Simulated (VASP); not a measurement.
# CaSe (Fm-3m) in VASP: a series of runs

Runs on CaSe. Level: LDA. Tasks: electric field gradients.

Everything below comes from runs of VASP 6.6.1. Logs are shortened: lines on timing, memory, paths and dates and some standing lists are left out, and cuts for length are marked.

## (1) The cell of the first run

The structure is cubic, space group Fm-3m (No. 225). Conventional cell: a = 5.860 Å, b = 5.860 Å, c = 5.860 Å, α = 90.00°, β = 90.00°, γ = 90.00°. Ca (site symmetry m-3m) has 6 Se at 2.93 Å within 3.9 Å. Within 3.9 Å of Se (site symmetry m-3m) lie 6 Ca at 2.93 Å.

## (2) Electric field gradients, LDA (25.16 Å³/atom)

Input file INCAR:

```
  PREC = Accurate
  ENCUT = 520
  EDIFF = 1E-8
  ISMEAR = -1
  SIGMA = 0.03
  LREAL = F
  LASPH = T
  NELM = 100
  ALGO = Normal
  ISIF = 2
  LWAVE = F
  LCHARG = F
  LEFG = T
  NBANDS = 15
```

Input file KPOINTS:

```
Automatic mesh
0
Gamma
  9 9 9
```

Input file POSCAR:

```
CaSe
1.0
    0.0000000000      2.9300948315      2.9300948315
    2.9300948315      0.0000000000      2.9300948315
    2.9300948315      2.9300948315      0.0000000000
Ca Se
1 1
Direct
    0.0000000000      0.0000000000      0.0000000000
    0.5000000000      0.5000000000      0.5000000000
```

Potentials or basis: VASP PAW LDA potentials, release 64 (Ca_sv, Se).

Command:

```
$ cat potpaw_LDA.64/Ca_sv/POTCAR potpaw_LDA.64/Se/POTCAR > POTCAR
$ mpirun -np 1 vasp_std > vasp.out
```

OUTCAR:

```text
PREC = Accurate
   ENCUT = 520
   EDIFF = 1E-8
   ISMEAR = -1
   LREAL = F
   LASPH = T
   NELM = 100
   ISIF = 2

 ion  position               nearest neighbor table
   1  0.000  0.000  0.000-   2 2.93   2 2.93   2 2.93   2 2.93   2 2.93   2 2.93
   2  0.500  0.500  0.500-   1 2.93   1 2.93   1 2.93   1 2.93   1 2.93   1 2.93

  LATTYP: Found a face centered cubic cell.
 ALAT       =     5.8601896630

  Lattice vectors:

 A1 = (   0.0000000000,   2.9300948315,   2.9300948315)
 A2 = (   2.9300948315,   0.0000000000,   2.9300948315)
 A3 = (   2.9300948315,   2.9300948315,   0.0000000000)

Analysis of symmetry for initial positions (statically):
=====================================================================
 Subroutine PRICEL returns:
 Original cell was already a primitive cell.

 Routine SETGRP: Setting up the symmetry group for a
 face centered cubic supercell.

 Subroutine GETGRP returns: Found 48 space group operations
 (whereof 48 operations were pure point group operations)
 out of a pool of 48 trial point group operations.

The static configuration has the point symmetry O_h .

Analysis of symmetry for dynamics (positions and initial velocities):
=====================================================================
 Subroutine PRICEL returns:
 Original cell was already a primitive cell.

 Routine SETGRP: Setting up the symmetry group for a
 face centered cubic supercell.

 Subroutine GETGRP returns: Found 48 space group operations
 (whereof 48 operations were pure point group operations)
 out of a pool of 48 trial point group operations.

The dynamic configuration has the point symmetry O_h .

 Subroutine INISYM returns: Found 48 space group operations
 (whereof 48 operations are pure point group operations),
 and found     1 'primitive' translations

----------------------------------------------------------------------------------------

                                     Primitive cell

  volume of cell :      50.3124

  direct lattice vectors                    reciprocal lattice vectors
     0.000000000  2.930094831  2.930094831    -0.170642941  0.170642941  0.170642941
     2.930094831  0.000000000  2.930094831     0.170642941 -0.170642941  0.170642941
     2.930094831  2.930094831  0.000000000     0.170642941  0.170642941 -0.170642941

  length of vectors
     4.143779850  4.143779850  4.143779850     0.295562244  0.295562244  0.295562244

  position of ions in fractional coordinates (direct lattice)
     0.000000000  0.000000000  0.000000000
     0.500000000  0.500000000  0.500000000

  ion indices of the primitive-cell ions
   primitive index   ion index
                 1           1
                 2           2

----------------------------------------------------------------------------------------

 KPOINTS: Automatic mesh

Automatic generation of k-mesh.
 Grid dimensions read from file:
 generate k-points for:    9    9    9

 Generating k-lattice:

  Cartesian coordinates                     Fractional coordinates (reciprocal lattice)
    -0.018960327  0.018960327  0.018960327     0.111111111  0.000000000  0.000000000
     0.018960327 -0.018960327  0.018960327     0.000000000  0.111111111  0.000000000
     0.018960327  0.018960327 -0.018960327     0.000000000  0.000000000  0.111111111

  Length of vectors
     0.032840249  0.032840249  0.032840249

  Shift w.r.t. Gamma in fractional coordinates (k-lattice)
     0.000000000  0.000000000  0.000000000

 Subroutine IBZKPT returns following result:
 ===========================================

 Found     35 irreducible k-points:

 Following reciprocal coordinates:
            Coordinates               Weight
  0.000000  0.000000  0.000000      1.000000
  0.111111  0.000000  0.000000      8.000000
  0.222222  0.000000  0.000000      8.000000
  0.333333  0.000000  0.000000      8.000000
  0.444444  0.000000  0.000000      8.000000
  0.111111  0.111111  0.000000      6.000000
[... 16 lines left out ...]
 -0.333333  0.333333  0.000000     12.000000
  0.444444  0.444444  0.000000      6.000000
 [... further k-points ...]
   k-points           NKPTS =     35   k-points in BZ     NKDIM =     35   number of bands    NBANDS=     15
   number of dos      NEDOS =    301   number of ions     NIONS =      2
   total plane-waves  NPLWV =  32768
   dimension x,y,z NGX =    32 NGY =   32 NGZ =   32
   dimension x,y,z NGXF=    64 NGYF=   64 NGZF=   64
   ions per type =               1   1
   NGX,Y,Z   is equivalent  to a cutoff of  12.84, 12.84, 12.84 a.u.
   NGXF,Y,Z  is equivalent  to a cutoff of  25.68, 25.68, 25.68 a.u.
 SYSTEM =  unknown system
   PREC   = accura    normal or accurate (medium, high low for compatibility)
   ISTART =      0    job   : 0-new  1-cont  2-samecut
   ICHARG =      2    charge: 1-file 2-atom 10-const
   ISPIN  =      1    spin polarized calculation?
   LNONCOLLINEAR =      F non collinear calculations
   LSORBIT =      F    spin-orbit coupling
   LASPH  =      T    aspherical Exc in radial PAW
   ENCUT  =  520.0 eV  38.22 Ry    6.18 a.u.   7.70  7.70  7.70*2*pi/ulx,y,z
   NELM   =    100;   NELMIN=  2; NELMDL= -5     # of ELM steps
   EDIFF  = 0.1E-07   stopping-criterion for ELM
   LREAL  =      F    real-space projection
   EDIFFG = 0.1E-06   stopping-criterion for IOM
   NSW    =      0    number of steps for IOM
   IBRION =     -1    ionic relax: 0-MD 1-quasi-New 2-CG
   NFREE  =      0    steps in history (QN), initial steepest desc. (CG)
   ISIF   =      2    stress and relaxation
   ISYM   =      2    0-nonsym 1-usesym 2-fastsym
   POTIM  = 0.5000    time-step for ionic-motion
   TEBEG  =    0.0;   TEEND  =   0.0 temperature during run
   PSTRESS=    0.0 pullay stress
   NELECT =      16.0000    total number of electrons
   NUPDOWN=      -1.0000    fix difference up-down
   EMIN   =  10.00;   EMAX   =-10.00  energy-range for DOS
   EFERMI =   0.00;   METHOD = LEGACY
   ISMEAR =    -1;   SIGMA  =   0.03  broadening in eV -4-tet -1-fermi 0-gaus
   EFERMI_NEDOS =   21; number of points for ismear=-14 and -15
   IALGO  =     38    algorithm
   IMIX   =      4    mixing-type and parameters
     AMIX     =   0.40;   BMIX     =  1.00
     AMIX_MAG =   1.60;   BMIX_MAG =  1.00
  volume/ion in A,a.u.               =      25.16       169.76
  Fermi-wavevector in a.u.,A,eV,Ry     =   1.117437  2.111650 16.989133  1.248666
  Thomas-Fermi vector in A             =   2.254060
   LORBIT       =      0    0 simple, 1 ext, 2 COOP (PROOUT), +10 PAW based schemes
   GGA     = CA    functional components
   LHFCALC =     F    Hartree Fock is set to
   AEXX    =    0.0000 exact exchange contribution
   IVDW    =     0    specifies the selected vdW correction
   LEPSILON=     F    determine dielectric tensor
   LRPA    =     F    only Hartree local field effects (RPA)
 non-spin polarized calculation
  energy-cutoff  :      520.00
  volume of cell :       50.31
 maximum number of plane-waves:      1369
   NGX = 15   NGY = 15   NGZ = 15

 number of electron      16.0000000 magnetization

 Free energy of the ion-electron system (eV)
  ---------------------------------------------------
  ext. energy  EPLUGINS =         0.00000000
  ---------------------------------------------------
  free energy    TOTEN  =       -10.57622896 eV

  energy without entropy =      -10.57622896  energy(sigma->0) =      -10.57622896

 E-fermi :   3.2049     XC(G=0):  -9.6147

 val. band max:        2.5507964056   @ k =   0.0000   0.0000   0.0000
 cond. band min:       4.3819068223   @ k =   0.4444   0.4444   0.0000
 fundamental gap:      1.8311104167
 Fermi energy:         3.2048787467

 k-point     1 :       0.0000    0.0000    0.0000
  band No.  band energies     occupation
      1     -36.6458      2.00000
      2     -17.9421      2.00000
      3     -17.9421      2.00000
      4     -17.9421      2.00000
      5      -9.3869      2.00000
      6       2.5508      2.00000
      7       2.5508      2.00000
      8       2.5508      2.00000
      9       5.8090      0.00000
     10       6.0828      0.00000
     11       6.0828      0.00000
     12       6.0828      0.00000
     13       6.7209      0.00000
     14       6.7209      0.00000
     15      12.1598      0.00000
[... 397 lines left out ...]
 k-point    24 :       0.4444    0.4444    0.0000
  band No.  band energies     occupation
      1     -36.6347      2.00000
      2     -18.0398      2.00000
      3     -17.9806      2.00000
      4     -17.9806      2.00000
      5      -8.7831      2.00000
      6      -0.0769      2.00000
      7       1.5959      2.00000
      8       1.5959      2.00000
      9       4.3819      0.00000
     10       7.4993      0.00000
     11       7.5676      0.00000
     12       8.5232      0.00000
     13       8.5232      0.00000
     14       8.6316      0.00000
     15      12.6709      0.00000

 [... further k-points ...]
[... 5 lines left out ...]
  --------------------------------------------------------------------------------------
  -------------------------------------------------------------------------------------
  Total       -0.5166482     -0.5166482     -0.5166482     -0.0000000     -0.0000000      0.0000000
  in kB      -16.4524465    -16.4524465    -16.4524465     -0.0000000     -0.0000000      0.0000000
  external PRESSURE =     -16.4524465 kB  Pullay stress =       0.0000000 kB

 VOLUME and BASIS-vectors are now :
 -----------------------------------------------------------------------------
  energy-cutoff  :      520.00
  volume of cell :       50.31
      direct lattice vectors                 reciprocal lattice vectors
     0.000000000  2.930094831  2.930094831    -0.170642941  0.170642941  0.170642941
     2.930094831  0.000000000  2.930094831     0.170642941 -0.170642941  0.170642941
     2.930094831  2.930094831  0.000000000     0.170642941  0.170642941 -0.170642941

 POSITION                                       TOTAL-FORCE (eV/Angst)
 -----------------------------------------------------------------------------------
      0.00000      0.00000      0.00000         0.000000     -0.000000      0.000000
      2.93009      2.93009      2.93009        -0.000000      0.000000     -0.000000
 -----------------------------------------------------------------------------------
    total drift:                                0.000000     -0.000000     -0.000000

  FREE ENERGIE OF THE ION-ELECTRON SYSTEM (eV)
  ---------------------------------------------------
  free  energy   TOTEN  =       -10.5762289633 eV

  energy  without entropy=      -10.5762289633  energy(sigma->0) =      -10.57622896

 Electric field gradients (V/A^2)
---------------------------------------------------------------------
 ion       V_xx      V_yy      V_zz      V_xy      V_xz      V_yz
---------------------------------------------------------------------
   1      -0.000     0.000     0.000    -0.000    -0.000    -0.000
   2       0.000     0.000     0.000     0.001     0.001     0.001
---------------------------------------------------------------------

 Electric field gradients after diagonalization (V/A^2)
 (convention: |V_zz| > |V_xx| > |V_yy|)
----------------------------------------------------------------------
 ion       V_xx      V_yy      V_zz     asymmetry (V_yy - V_xx)/ V_zz
----------------------------------------------------------------------
   1       0.000     0.000    -0.000       0.000
   2      -0.001    -0.001     0.001       0.000
----------------------------------------------------------------------

           NMR quadrupolar parameters

 Cq : quadrupolar parameter    Cq=e*Q*V_zz/h
 eta: asymmetry parameters     (V_yy - V_xx)/ V_zz
 Q  : nuclear electric quadrupole moment in mb (millibarn)
----------------------------------------------------------------------
 ion       Cq(MHz)       eta       Q (mb)
----------------------------------------------------------------------
   1      -0.000       0.000       1.000
   2       0.000       0.000       1.000
----------------------------------------------------------------------
```

Run time: 34 s. Hardware: 1 thread of Intel Xeon 8259CL, shared host; peak memory 0.17 GiB.

Results:

```yaml
Free_energy: -10.5762 eV
Pressure: -1.6 GPa
Band_gap_on_the_k_mesh: 1.83 eV (least direct gap 2.79 eV)
Largest_electric_field_gradient_by_atom: under 0.05 V/Å² on every atom
```

Caveat: an odd mesh through Γ misses points on the zone boundary, where band edges can lie.

(Part 1 of 2 ends here.)
